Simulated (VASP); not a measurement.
The system is CuO.

```
Cu O
1.0
     2.31020   -1.68817    0.00000
     2.31020    1.68817    0.00000
    -0.83854    0.00000    4.98951
Cu O
2 2
Cartesian
  0.7358 -0.8441 2.4948
  1.1551 0.8441 0.0000
  1.6813 0.2755 3.7421
  2.1006 -0.2755 1.2474
```

Base run:

- Program: VASP 6.6.1
- Functional: RPBE
- Dispersion: D3(BJ)
- Potentials or basis: VASP PAW PBE potentials, release 64 (Cu_sv_GW, O)
- Cutoff: 820 eV
- k mesh: 10 × 10 × 5
- Occupations: fermi-dirac, width 0.05 eV
- Spin: no spin polarisation

Its results: band gap on the k mesh zero (bands 25 and 26 overlap by 0.59 eV); pressure -5.8 GPa; largest force 0.006 eV/Å.

Question: The run is repeated on the same cell with these changes: functional from RPBE to SVWN5; dispersion from D3(BJ) to none. What comes out?

Answer: Band gap on the k mesh zero (bands 25 and 26 overlap by 0.60 eV); pressure -2.9 GPa; largest force 0.330 eV/Å.

Several settings changed at once.

Caveats: the PAW data sets were made with another functional, which shifts forces and pressure a little; semilocal functionals often make such compounds metallic where correlation or magnetic order opens a gap, which also shifts bond lengths; the cell stands under tension (at least some runs); the dispersion term is far too large for a dense solid, which distorts pressure and volume (at least some runs).
